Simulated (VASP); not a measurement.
BaZrO3, 5 atoms in the cell. It takes space group Pm-3m (No. 221, cubic). Conventional cell: a = 4.182 Å, b = 4.182 Å, c = 4.182 Å, α = 90.00°, β = 90.00°, γ = 90.00°. Within 3.9 Å of Ba (site symmetry m-3m) lie 12 O at 2.96 Å and 8 Zr at 3.62 Å. Zr (site symmetry m-3m) has 6 O at 2.09 Å within 2.8 Å. Within 2.8 Å of O (site symmetry 4/mmm) lie 2 Zr at 2.09 Å. 

```yaml
Program: VASP 6.6.1
Task: single point
Functional: PBE
Potentials_or_basis: VASP PAW PBE potentials, release 64 (Ba_sv, Zr_sv, O_h)
Cutoff: 1340 eV
k_mesh: 4 × 4 × 4
Occupations: gaussian, width 0.05 eV
Spin: no spin polarisation
Dipole_correction: no
Further_INCAR_settings: ALGO = Normal; EDIFF = 1e-06; NBANDS = 28
```

Potentials or basis: VASP PAW PBE potentials, release 64 (Ba_sv, Zr_sv, O_h).

Run with:

```bash
$ cat potpaw_PBE.64/Ba_sv/POTCAR potpaw_PBE.64/Zr_sv/POTCAR potpaw_PBE.64/O_h/POTCAR > POTCAR
$ mpirun -np 1 vasp_std > vasp.out
```

Hardware: 1 thread of Intel(R) Xeon(R) Platinum 8259CL CPU @ 2.50GHz (Skylake/Cascade Lake), with other jobs on the host.

Question: How long does it take, and how much memory?

Answer: Wall time 82 s on 1 thread of Intel(R) Xeon(R) Platinum 8259CL CPU @ 2.50GHz (Skylake/Cascade Lake) (shared host), peak memory 0.39 GiB. Counts: scf iterations 15, k points 10.
